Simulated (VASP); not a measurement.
# TaN (P1) in VASP: a series of runs, part 2 of 2

VASP 6.6.1.

## Step 3: Single point, PBE

INCAR

```
PREC     = Accurate       # precision mode
ENCUT    = 520            # plane-wave cutoff, eV
EDIFF    = 1E-7           # SCF threshold, eV
ISMEAR   = -1             # smearing method
SIGMA    = 0.17           # smearing width, eV
LREAL    = F              # projectors in reciprocal space
LASPH    = T              # aspherical terms in the spheres
NELM     = 100            # most SCF steps
ALGO     = Normal         # electronic algorithm
ISIF     = 2              # what is computed and relaxed
LWAVE    = F              # write WAVECAR
LCHARG   = F              # write CHGCAR
GGA      = PE             # functional
NBANDS   = 60             # bands
```

KPOINTS

```
regular mesh
0
Gamma
  2 2 2
```

POSCAR

```
TaN
1.0
    5.2761130000      0.0000000000      0.0000000000
   -2.6380570000      4.5692480000      0.0000000000
    0.0000000000      0.0000000000      5.9113610000
Ta N
6 6
Direct
    0.0115306122      0.0858346931     -0.0189973172
    0.3523797038      0.7204905490      0.2206429281
    0.6888190100      0.4129125843      0.1963845551
    0.0125888913      0.0498550308      0.4979225596
    0.3524503097      0.7083879010      0.7564247895
    0.6941163995      0.3772612036      0.7018180754
    0.6368535438      0.0727472004     -0.0361168942
    0.4423156900      0.4569679737     -0.0411749511
    0.0022025687      0.6844890013     -0.0127889330
    0.6051697226      0.0185150817      0.4712112828
    0.4177101096      0.4044210338      0.4544131208
    0.0365733868      0.6697601006      0.4798725708
```

Potentials or basis: VASP PAW PBE potentials, release 64 (Ta_pv, N).

On the command line:

```console
cat potpaw_PBE.64/Ta_pv/POTCAR potpaw_PBE.64/N/POTCAR > POTCAR
mpirun -np 1 vasp_std > vasp.out
```

OUTCAR:

```text
PREC = Accurate
   ENCUT = 520
   EDIFF = 1E-7
   ISMEAR = -1
   LREAL = F
   LASPH = T
   NELM = 100
   ISIF = 2
   GGA = PE

 ion  position               nearest neighbor table
   1  0.012  0.086  0.981-   7 1.95   9 2.09   8 2.14   4 2.86   4 3.06   5 3.14   2 3.23   3 3.23
                             6 3.24   5 3.30   3 3.33   2 3.33   3 3.35   2 3.52   6 3.54   5 3.54
   2  0.352  0.720  0.221-  10 2.09  12 2.18   9 2.24   8 2.28   7 2.28  11 2.32   5 2.74   3 2.95
                             3 3.04   3 3.17   5 3.17   1 3.23   1 3.33   4 3.43   4 3.47   4 3.48
   3  0.689  0.413  0.196-   9 1.99   8 2.00  11 2.08   7 2.17  12 2.35  10 2.50   6 2.93   2 2.95
                             6 2.99   2 3.04   2 3.17   1 3.23   1 3.33   1 3.35   4 3.41   4 3.57
   4  0.013  0.050  0.498-  11 2.03  12 2.07  10 2.08   1 2.86   1 3.06   6 3.19   6 3.30   6 3.34
                             5 3.38   5 3.38   3 3.41   2 3.43   5 3.47   2 3.47   2 3.48   3 3.57
   5  0.352  0.708  0.756-   8 2.01   7 2.14   9 2.25  10 2.26  12 2.27  11 2.54   2 2.74   6 3.03
                             6 3.07   6 3.09   1 3.14   2 3.17   1 3.30   4 3.38   4 3.38   4 3.47
   6  0.694  0.377  0.702-  11 2.12  12 2.14   7 2.14  10 2.18   8 2.19   9 2.34   3 2.93   3 2.99
                             5 3.03   5 3.07   5 3.09   4 3.19   1 3.24   4 3.30   4 3.34   1 3.54
   7  0.637  0.073  0.964-   1 1.95   5 2.14   6 2.14   3 2.17   2 2.28
   8  0.442  0.457  0.959-   3 2.00   5 2.01   1 2.14   6 2.19   2 2.28
   9  0.002  0.684  0.987-   3 1.99   1 2.09   2 2.24   5 2.25   6 2.34
  10  0.605  0.019  0.471-   4 2.08   2 2.09   6 2.18   5 2.26   3 2.50
  11  0.418  0.404  0.454-   4 2.03   3 2.08   6 2.12   2 2.32   5 2.54
  12  0.037  0.670  0.480-   4 2.07   6 2.14   2 2.18   5 2.27   3 2.35

  LATTYP: Found a hexagonal cell.
 ALAT       =     5.2761130000
 C/A-ratio  =     1.1204007571

  Lattice vectors:

 A1 = (   5.2761130000,   0.0000000000,   0.0000000000)
 A2 = (  -2.6380570000,   4.5692480000,   0.0000000000)
 A3 = (   0.0000000000,   0.0000000000,   5.9113610000)

Analysis of symmetry for initial positions (statically):
=====================================================================
 Subroutine PRICEL returns:
 Original cell was already a primitive cell.

 Routine SETGRP: Setting up the symmetry group for a
 hexagonal supercell.

 Subroutine GETGRP returns: Found  1 space group operations
 (whereof  1 operations were pure point group operations)
 out of a pool of 24 trial point group operations.

The static configuration has the point symmetry C_1 .

Analysis of symmetry for dynamics (positions and initial velocities):
=====================================================================
 Subroutine PRICEL returns:
 Original cell was already a primitive cell.

 Routine SETGRP: Setting up the symmetry group for a
 hexagonal supercell.

 Subroutine GETGRP returns: Found  1 space group operations
 (whereof  1 operations were pure point group operations)
 out of a pool of 24 trial point group operations.

The dynamic configuration has the point symmetry C_1 .

 Subroutine INISYM returns: Found  1 space group operations
 (whereof  1 operations are pure point group operations),
 and found     1 'primitive' translations

----------------------------------------------------------------------------------------

                                     Primitive cell

  volume of cell :     142.5103

  direct lattice vectors                    reciprocal lattice vectors
     5.276113000  0.000000000  0.000000000     0.189533469  0.109427218  0.000000000
[... 78 lines left out ...]
   NGXF,Y,Z  is equivalent  to a cutoff of  25.21, 25.21, 27.00 a.u.
 SYSTEM =  unknown system
   PREC   = accura    normal or accurate (medium, high low for compatibility)
   ISTART =      0    job   : 0-new  1-cont  2-samecut
   ICHARG =      2    charge: 1-file 2-atom 10-const
   ISPIN  =      1    spin polarized calculation?
   LNONCOLLINEAR =      F non collinear calculations
   LSORBIT =      F    spin-orbit coupling
   LASPH  =      T    aspherical Exc in radial PAW
   ENCUT  =  520.0 eV  38.22 Ry    6.18 a.u.   9.81  9.81 10.99*2*pi/ulx,y,z
   NELM   =    100;   NELMIN=  2; NELMDL= -5     # of ELM steps
   EDIFF  = 0.1E-06   stopping-criterion for ELM
   LREAL  =      F    real-space projection
   EDIFFG = 0.1E-05   stopping-criterion for IOM
   NSW    =      0    number of steps for IOM
   IBRION =     -1    ionic relax: 0-MD 1-quasi-New 2-CG
   NFREE  =      0    steps in history (QN), initial steepest desc. (CG)
   ISIF   =      2    stress and relaxation
   ISYM   =      2    0-nonsym 1-usesym 2-fastsym
   POTIM  = 0.5000    time-step for ionic-motion
   TEBEG  =    0.0;   TEEND  =   0.0 temperature during run
   PSTRESS=    0.0 pullay stress
   NELECT =      96.0000    total number of electrons
   NUPDOWN=      -1.0000    fix difference up-down
   EMIN   =  10.00;   EMAX   =-10.00  energy-range for DOS
   EFERMI =   0.00;   METHOD = LEGACY
   ISMEAR =    -1;   SIGMA  =   0.17  broadening in eV -4-tet -1-fermi 0-gaus
   EFERMI_NEDOS =   21; number of points for ismear=-14 and -15
   IALGO  =     38    algorithm
   IMIX   =      4    mixing-type and parameters
     AMIX     =   0.40;   BMIX     =  1.00
     AMIX_MAG =   1.60;   BMIX_MAG =  1.00
  volume/ion in A,a.u.               =      11.88        80.14
  Fermi-wavevector in a.u.,A,eV,Ry     =   1.435103  2.711952 28.021488  2.059521
  Thomas-Fermi vector in A             =   2.554439
   LORBIT       =      0    0 simple, 1 ext, 2 COOP (PROOUT), +10 PAW based schemes
   GGA     = PE    functional components
   LHFCALC =     F    Hartree Fock is set to
   AEXX    =    0.0000 exact exchange contribution
   IVDW    =     0    specifies the selected vdW correction
   LEPSILON=     F    determine dielectric tensor
   LRPA    =     F    only Hartree local field effects (RPA)
 non-spin polarized calculation
  energy-cutoff  :      520.00
  volume of cell :      142.51
 maximum number of plane-waves:      3866
 NGX is ok and might be reduce to    40
   NGX = 19   NGY = 19   NGZ = 21

 number of electron      96.0000000 magnetization

 Free energy of the ion-electron system (eV)
  ---------------------------------------------------
  ext. energy  EPLUGINS =         0.00000000
  ---------------------------------------------------
  free energy    TOTEN  =      -132.14593078 eV

  energy without entropy =     -131.90019890  energy(sigma->0) =     -132.02306484

 E-fermi :   7.5212     XC(G=0): -12.7361

 val. band max:        7.3944511444   @ k =   0.5000   0.0000   0.0000
 cond. band min:       7.6557002637   @ k =   0.0000   0.5000   0.5000
 fundamental gap:      0.2612491193
 Fermi energy:         7.5212436141

 k-point     1 :       0.0000    0.0000    0.0000
  band No.  band energies     occupation
      1     -28.6721      2.00000
      2     -28.5172      2.00000
      3     -28.4163      2.00000
      4     -28.3811      2.00000
      5     -28.2629      2.00000
      6     -28.1925      2.00000
[... 493 lines left out ...]
     59      10.5201      0.00000
     60      10.8623      0.00000

------------------------ aborting loop because EDIFF is reached ----------------------------------------

  FORCE on cell =-STRESS in cart. coord.  units (eV):
  Direction    XX          YY          ZZ          XY          YZ          ZX
  --------------------------------------------------------------------------------------
  -------------------------------------------------------------------------------------
  Total        3.3160652     -2.6887788      1.5316766      0.1662019     -1.3308884      1.1072619
  in kB       37.2809821    -30.2286915     17.2199291      1.8685306    -14.9625611     12.4484316
  external PRESSURE =       8.0907399 kB  Pullay stress =       0.0000000 kB

 VOLUME and BASIS-vectors are now :
 -----------------------------------------------------------------------------
  energy-cutoff  :      520.00
  volume of cell :      142.51
      direct lattice vectors                 reciprocal lattice vectors
     5.276113000  0.000000000  0.000000000     0.189533469  0.109427218  0.000000000
    -2.638057000  4.569248000  0.000000000     0.000000000  0.218854394  0.000000000
     0.000000000  0.000000000  5.911361000     0.000000000  0.000000000  0.169165781

 POSITION                                       TOTAL-FORCE (eV/Angst)
 -----------------------------------------------------------------------------------
     -0.16560      0.39220      5.79906         2.891654     -1.137027     -0.111508
     -0.04150      3.29210      1.30430        -0.121384     -0.072761      0.688937
      2.54500      1.88670      1.16090         1.712990     -2.273266      3.208304
     -0.06510      0.22780      2.94340         0.297207     -0.604984     -1.865377
     -0.00920      3.23680      4.47150        -1.051647      1.324168     -4.486716
      2.66700      1.72380      4.14870        -0.501019      0.410352      0.849305
      3.16820      0.33240      5.69786        -1.908227     -0.673684      0.818463
      1.12820      2.08800      5.66796        -2.127275     -0.642100      0.502432
     -1.79410      3.12760      5.83576         2.300458      0.948001     -1.722614
      3.14410      0.08460      2.78550         0.947558      1.384198      1.030357
      1.13700      1.84790      2.68620        -1.781759      1.850310      1.178518
     -1.57390      3.06030      2.83670        -0.658557     -0.513207     -0.090100
 -----------------------------------------------------------------------------------
    total drift:                               -0.000071     -0.000023     -0.000019

  FREE ENERGIE OF THE ION-ELECTRON SYSTEM (eV)
  ---------------------------------------------------
  free  energy   TOTEN  =      -132.1459307822 eV

  energy  without entropy=     -131.9001989046  energy(sigma->0) =     -132.02306484
```

It took 82 s on 1 thread of Intel Xeon Platinum 8375C at 2.90GHz (Ice Lake), shared host; peak memory 0.28 GiB.

Results:

- Free energy: -132.1459 eV
- Pressure: 0.8 GPa
- Largest force: 4.795 eV/Å
- Band gap on the k mesh: 0.26 eV, indirect (least direct gap 0.54 eV)

Forces on the atoms (eV/Å):
```
Ta   2.892 -1.137 -0.112
Ta  -0.121 -0.073  0.689
Ta   1.713 -2.273  3.208
Ta   0.297 -0.605 -1.865
Ta  -1.052  1.324 -4.487
Ta  -0.501  0.410  0.849
N   -1.908 -0.674  0.818
N   -2.127 -0.642  0.502
N    2.300  0.948 -1.723
N    0.948  1.384  1.030
N   -1.782  1.850  1.179
N   -0.659 -0.513 -0.090
```

Levels at points of the mesh, in eV from the valence-band top:
```
           k point  band 44  band 45  band 46  band 47  band 48  band 49  band 50  band 51  band 52  band 53
(0.00, 0.00, 0.00)    -2.16    -1.92    -1.31    -0.77    -0.09     0.74     0.87     1.56     1.93     2.08
(0.50, 0.00, 0.00)    -2.58    -2.06    -1.91    -1.46     0.00     0.71     0.98     1.25     1.83     2.03
(0.00, 0.50, 0.00)    -2.35    -2.08    -1.82    -1.08    -0.68     0.77     1.17     1.73     1.93     2.11
(0.50, 0.50, 0.00)    -2.40    -2.08    -1.68    -1.26    -0.20     0.90     1.30     1.66     2.02     2.17
(0.00, 0.00, 0.50)    -1.49    -1.35    -0.95    -0.80    -0.46     0.38     0.97     1.14     1.55     1.64
(0.50, 0.00, 0.50)    -1.95    -1.68    -1.14    -0.91    -0.23     0.31     0.95     1.24     1.43     1.59
(0.00, 0.50, 0.50)    -1.69    -1.33    -1.20    -0.81    -0.55     0.26     0.62     1.16     1.51     1.68
(0.50, 0.50, 0.50)    -1.74    -1.57    -1.30    -0.63    -0.15     0.55     0.87     1.07     1.53     1.63
```

Caveat: the k points lie up to 0.69 Å⁻¹ apart; spin-orbit coupling is left out, which moves the levels of the heavy elements; forces of over 1 eV/Å act on the atoms, so gaps and moduli don't describe the material at rest. A k mesh can miss the band edges.
